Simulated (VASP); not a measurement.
# TiO2 (P4_2/mnm) in VASP: further runs

The runs below take TiO2 through single point, with LDA.

Everything below comes from runs of VASP 6.6.1. Logs are shortened: lines on timing, memory, paths and dates and some standing lists are left out, and cuts for length are marked.

### 1 The cell of the first run

Symmetry: P4_2/mnm, No. 136, tetragonal system. The conventional cell has a = 4.337 Å, b = 4.337 Å, c = 2.684 Å, α = 90.00°, β = 90.00°, γ = 90.00°. Within 2.4 Å of Ti (site symmetry mmm) lie 6 O at 1.80 to 1.86 Å. Within 2.7 Å of O (site symmetry m2m) lie 3 Ti at 1.80 to 1.86 Å and 11 O at 2.40 to 2.68 Å.

### 2 Single point, LDA

The input, INCAR:

```
SYSTEM = TiO2
  PREC = Accurate
  ENCUT = 520
  EDIFF = 1E-6
  ISMEAR = 0
  SIGMA = 0.05
  LREAL = .False.
  LASPH = .True.
  NELM = 100
  ALGO = Normal
  ISIF = 2
  LWAVE = .False.
  LCHARG = .True.
  LELF = .True.
  LVHAR = .True.
  NBANDS = 33
```

The input, KPOINTS:

```
regular mesh
0
Gamma
  6 6 10
  0 0 0
```

The input, POSCAR:

```
TiO2
1.0
    4.3368000000      0.0000000000      0.0000000000
    0.0000000000      4.3368000000      0.0000000000
    0.0000000000      0.0000000000      2.6841000000
Ti O
2 4
Direct
    0.0000000000      0.0000000000      0.0000000000
    0.5000000000      0.5000000000      0.5000000000
    0.3039457556      0.3039457556      0.0000000000
    0.1960542444      0.8039457556      0.5000000000
    0.6960542444      0.6960542444      0.0000000000
    0.8039457556      0.1960542444      0.5000000000
```

Potentials or basis: VASP PAW LDA potentials, release 64 (Ti_sv, O).

The run is started by

```bash
cat potpaw_LDA.64/Ti_sv/POTCAR potpaw_LDA.64/O/POTCAR > POTCAR
mpirun -np 1 vasp_std > vasp.out
```

OUTCAR:

```text
SYSTEM = TiO2
   PREC = Accurate
   ENCUT = 520
   EDIFF = 1E-6
   ISMEAR = 0
   LREAL = .False.
   LASPH = .True.
   NELM = 100
   ISIF = 2

 ion  position               nearest neighbor table
   1  0.000  0.000  0.000-   4 1.80   6 1.80   4 1.80   6 1.80   5 1.86   3 1.86
   2  0.500  0.500  0.500-   3 1.80   5 1.80   3 1.80   5 1.80   4 1.86   6 1.86
   3  0.304  0.304  0.000-   2 1.80   2 1.80   1 1.86
   4  0.196  0.804  0.500-   1 1.80   1 1.80   2 1.86
   5  0.696  0.696  0.000-   2 1.80   2 1.80   1 1.86
   6  0.804  0.196  0.500-   1 1.80   1 1.80   2 1.86

  LATTYP: Found a simple tetragonal cell.
 ALAT       =     4.3368000000
 C/A-ratio  =     0.6189125623

  Lattice vectors:

 A1 = (   4.3368000000,   0.0000000000,   0.0000000000)
 A2 = (   0.0000000000,   4.3368000000,   0.0000000000)
 A3 = (   0.0000000000,   0.0000000000,   2.6841000000)

Analysis of symmetry for initial positions (statically):
=====================================================================
 Subroutine PRICEL returns:
 Original cell was already a primitive cell.

 Routine SETGRP: Setting up the symmetry group for a
 simple tetragonal supercell.

 Subroutine GETGRP returns: Found 16 space group operations
 (whereof  8 operations were pure point group operations)
 out of a pool of 16 trial point group operations.

The static configuration has the point symmetry D_2h.
 The point group associated with its full space group is D_4h.

Analysis of symmetry for dynamics (positions and initial velocities):
=====================================================================
 Subroutine PRICEL returns:
 Original cell was already a primitive cell.

 Routine SETGRP: Setting up the symmetry group for a
 simple tetragonal supercell.

 Subroutine GETGRP returns: Found 16 space group operations
 (whereof  8 operations were pure point group operations)
 out of a pool of 16 trial point group operations.

The dynamic configuration has the point symmetry D_2h.
 The point group associated with its full space group is D_4h.

 Subroutine INISYM returns: Found 16 space group operations
 (whereof  8 operations are pure point group operations),
 and found     1 'primitive' translations

----------------------------------------------------------------------------------------

                                     Primitive cell

  volume of cell :      50.4821

  direct lattice vectors                    reciprocal lattice vectors
     4.336800000  0.000000000  0.000000000     0.230584763  0.000000000  0.000000000
     0.000000000  4.336800000  0.000000000     0.000000000  0.230584763  0.000000000
     0.000000000  0.000000000  2.684100000     0.000000000  0.000000000  0.372564360

  length of vectors
     4.336800000  4.336800000  2.684100000     0.230584763  0.230584763  0.372564360

  position of ions in fractional coordinates (direct lattice)
     0.000000000  0.000000000  0.000000000
     0.500000000  0.500000000  0.500000000
     0.303945756  0.303945756  0.000000000
     0.196054244  0.803945756  0.500000000
     0.696054244  0.696054244  0.000000000
     0.803945756  0.196054244  0.500000000

  ion indices of the primitive-cell ions
   primitive index   ion index
                 1           1
                 2           2
                 3           3
                 4           4
                 5           5
                 6           6

----------------------------------------------------------------------------------------

 KPOINTS: regular mesh

Automatic generation of k-mesh.
 Grid dimensions read from file:
 generate k-points for:    6    6   10

 Generating k-lattice:

  Cartesian coordinates                     Fractional coordinates (reciprocal lattice)
     0.038430794  0.000000000  0.000000000     0.166666667  0.000000000  0.000000000
     0.000000000  0.038430794  0.000000000     0.000000000  0.166666667  0.000000000
     0.000000000  0.000000000  0.037256436     0.000000000  0.000000000  0.100000000

  Length of vectors
     0.038430794  0.038430794  0.037256436

  Shift w.r.t. Gamma in fractional coordinates (k-lattice)
     0.000000000  0.000000000  0.000000000

 Subroutine IBZKPT returns following result:
 ===========================================

 Found     60 irreducible k-points:

 Following reciprocal coordinates:
            Coordinates               Weight
  0.000000  0.000000  0.000000      1.000000
  0.166667  0.000000  0.000000      4.000000
  0.333333  0.000000  0.000000      4.000000
  0.500000  0.000000  0.000000      2.000000
  0.166667  0.166667  0.000000      4.000000
  0.333333  0.166667  0.000000      8.000000
[... 16 lines left out ...]
  0.333333  0.000000  0.200000      8.000000
  0.500000  0.000000  0.200000      4.000000
 [... further k-points ...]
   k-points           NKPTS =     60   k-points in BZ     NKDIM =     60   number of bands    NBANDS=     33
   number of dos      NEDOS =    301   number of ions     NIONS =      6
   total plane-waves  NPLWV =  20480
   dimension x,y,z NGX =    32 NGY =   32 NGZ =   20
   dimension x,y,z NGXF=    64 NGYF=   64 NGZF=   40
   ions per type =               2   4
   NGX,Y,Z   is equivalent  to a cutoff of  12.27, 12.27, 12.39 a.u.
   NGXF,Y,Z  is equivalent  to a cutoff of  24.53, 24.53, 24.77 a.u.
 SYSTEM =  TiO2
   PREC   = accura    normal or accurate (medium, high low for compatibility)
   ISTART =      0    job   : 0-new  1-cont  2-samecut
   ICHARG =      2    charge: 1-file 2-atom 10-const
   ISPIN  =      1    spin polarized calculation?
   LNONCOLLINEAR =      F non collinear calculations
   LSORBIT =      F    spin-orbit coupling
   LASPH  =      T    aspherical Exc in radial PAW
   ENCUT  =  520.0 eV  38.22 Ry    6.18 a.u.   8.06  8.06  4.99*2*pi/ulx,y,z
   NELM   =    100;   NELMIN=  2; NELMDL= -5     # of ELM steps
   EDIFF  = 0.1E-05   stopping-criterion for ELM
   LREAL  =      F    real-space projection
   EDIFFG = 0.1E-04   stopping-criterion for IOM
   NSW    =      0    number of steps for IOM
   IBRION =     -1    ionic relax: 0-MD 1-quasi-New 2-CG
   NFREE  =      0    steps in history (QN), initial steepest desc. (CG)
   ISIF   =      2    stress and relaxation
   ISYM   =      2    0-nonsym 1-usesym 2-fastsym
   POTIM  = 0.5000    time-step for ionic-motion
   TEBEG  =    0.0;   TEEND  =   0.0 temperature during run
   PSTRESS=    0.0 pullay stress
   NELECT =      48.0000    total number of electrons
   NUPDOWN=      -1.0000    fix difference up-down
   EMIN   =  10.00;   EMAX   =-10.00  energy-range for DOS
   EFERMI =   0.00;   METHOD = LEGACY
   ISMEAR =     0;   SIGMA  =   0.05  broadening in eV -4-tet -1-fermi 0-gaus
   EFERMI_NEDOS =   21; number of points for ismear=-14 and -15
   IALGO  =     38    algorithm
   IMIX   =      4    mixing-type and parameters
     AMIX     =   0.40;   BMIX     =  1.00
     AMIX_MAG =   1.60;   BMIX_MAG =  1.00
  volume/ion in A,a.u.               =       8.41        56.78
  Fermi-wavevector in a.u.,A,eV,Ry     =   1.609815  3.042110 35.259575  2.591506
  Thomas-Fermi vector in A             =   2.705465
   LORBIT       =      0    0 simple, 1 ext, 2 COOP (PROOUT), +10 PAW based schemes
   GGA     = CA    functional components
   LHFCALC =     F    Hartree Fock is set to
   AEXX    =    0.0000 exact exchange contribution
   IVDW    =     0    specifies the selected vdW correction
   LEPSILON=     F    determine dielectric tensor
   LRPA    =     F    only Hartree local field effects (RPA)
 non-spin polarized calculation
 Gauss-broadening in eV      SIGMA  =   0.05
  energy-cutoff  :      520.00
  volume of cell :       50.48
 maximum number of plane-waves:      1392
   NGX = 17   NGY = 17   NGZ =  9

 number of electron      48.0000005 magnetization

 Free energy of the ion-electron system (eV)
  ---------------------------------------------------
  ext. energy  EPLUGINS =         0.00000000
  ---------------------------------------------------
  free energy    TOTEN  =       -56.65414335 eV

  energy without entropy =      -56.65414335  energy(sigma->0) =      -56.65414335

 E-fermi :   7.0635     XC(G=0): -13.1324

 val. band max:        6.8058986656   @ k =   0.0000   0.0000   0.0000
 cond. band min:       9.1188621097   @ k =   0.0000   0.0000   0.0000
 fundamental gap:      2.3129634441
 Fermi energy:         7.0634767718

 k-point     1 :       0.0000    0.0000    0.0000
  band No.  band energies     occupation
      1     -48.5055      2.00000
      2     -48.4529      2.00000
      3     -25.5474      2.00000
      4     -25.5474      2.00000
      5     -25.1139      2.00000
      6     -25.1139      2.00000
[... 25 lines left out ...]
     32      15.7406      0.00000
     33      15.7743      0.00000

 k-point     2 :       0.1667    0.0000    0.0000
  band No.  band energies     occupation
      1     -48.5020      2.00000
      2     -48.4564      2.00000
      3     -25.5266      2.00000
      4     -25.5238      2.00000
      5     -25.1426      2.00000
      6     -25.1394      2.00000
[... 25 lines left out ...]
     32      15.6088      0.00000
     33      15.6337      0.00000

 k-point     3 :       0.3333    0.0000    0.0000
  band No.  band energies     occupation
      1     -48.4922      2.00000
      2     -48.4659      2.00000
      3     -25.4713      2.00000
      4     -25.4640      2.00000
      5     -25.2123      2.00000
      6     -25.2043      2.00000
[... 25 lines left out ...]
     32      15.3418      0.00000
     33      15.3890      0.00000

 k-point     4 :       0.5000    0.0000    0.0000
  band No.  band energies     occupation
      1     -48.4790      2.00000
      2     -48.4790      2.00000
      3     -25.4231      2.00000
      4     -25.4231      2.00000
      5     -25.2577      2.00000
      6     -25.2577      2.00000
[... 673 lines left out ...]
     32      14.9582      0.00000
     33      15.2239      0.00000

 k-point    23 :       0.3333    0.0000    0.2000
  band No.  band energies     occupation
      1     -48.4408      2.00000
      2     -48.4194      2.00000
      3     -25.4397      2.00000
      4     -25.3840      2.00000
      5     -25.3501      2.00000
      6     -25.3054      2.00000
[... 25 lines left out ...]
     32      14.4357      0.00000
     33      15.1514      0.00000

 k-point    24 :       0.5000    0.0000    0.2000
  band No.  band energies     occupation
      1     -48.4300      2.00000
      2     -48.4300      2.00000
      3     -25.4160      2.00000
      4     -25.4160      2.00000
      5     -25.3014      2.00000
      6     -25.3014      2.00000
[... 25 lines left out ...]
     32      14.1757      0.00000
     33      15.5490      0.00000

 [... further k-points ...]

------------------------ aborting loop because EDIFF is reached ----------------------------------------

  FORCE on cell =-STRESS in cart. coord.  units (eV):
  Direction    XX          YY          ZZ          XY          YZ          ZX
  --------------------------------------------------------------------------------------
  -------------------------------------------------------------------------------------
  Total       19.4028101     19.4028101     30.6182029      0.0000000      0.0000000      0.0000000
  in kB      615.7972340    615.7972340    971.7460835      0.0000000      0.0000000      0.0000000
  external PRESSURE =     734.4468505 kB  Pullay stress =       0.0000000 kB

 VOLUME and BASIS-vectors are now :
 -----------------------------------------------------------------------------
  energy-cutoff  :      520.00
  volume of cell :       50.48
      direct lattice vectors                 reciprocal lattice vectors
     4.336800000  0.000000000  0.000000000     0.230584763  0.000000000  0.000000000
     0.000000000  4.336800000  0.000000000     0.000000000  0.230584763  0.000000000
     0.000000000  0.000000000  2.684100000     0.000000000  0.000000000  0.372564360

 POSITION                                       TOTAL-FORCE (eV/Angst)
 -----------------------------------------------------------------------------------
      0.00000      0.00000      0.00000         0.000000      0.000000      0.000000
      2.16840      2.16840      1.34205         0.000000      0.000000      0.000000
      1.31815      1.31815      0.00000        -1.158592     -1.158592     -0.000000
      0.85025      3.48655      1.34205         1.158592     -1.158592     -0.000000
      3.01865      3.01865      0.00000         1.158592      1.158592      0.000000
      3.48655      0.85025      1.34205        -1.158592      1.158592      0.000000
 -----------------------------------------------------------------------------------
    total drift:                               -0.000000     -0.000000     -0.000000

  FREE ENERGIE OF THE ION-ELECTRON SYSTEM (eV)
  ---------------------------------------------------
  free  energy   TOTEN  =       -56.6541433514 eV

  energy  without entropy=      -56.6541433514  energy(sigma->0) =      -56.65414335
```

Run time: 1.9 min. Hardware: 1 thread of Intel Xeon 8259CL, shared host; peak memory 0.19 GiB.

Results:

| Quantity | Value |
| --- | --- |
| Free energy | -56.6541 eV |
| Pressure | 73.4 GPa |
| Largest force | 1.638 eV/Å |
| Band gap on the k mesh | 2.31 eV |

Forces in eV/Å, atoms in the order of the input:
```
Ti   0.000  0.000  0.000
Ti   0.000  0.000  0.000
O   -1.159 -1.159  0.000
O    1.159 -1.159  0.000
O    1.159  1.159  0.000
O   -1.159  1.159  0.000
```

Stress tensor (GPa, compression positive):
```
61.58  0.00  0.00
 0.00 61.58  0.00
 0.00  0.00 97.17
```

Caveat: the cell stands under pressure; forces of over 1 eV/Å act on the atoms, so gaps and moduli don't describe the material at rest.

(Continued in part 2 of 2.)
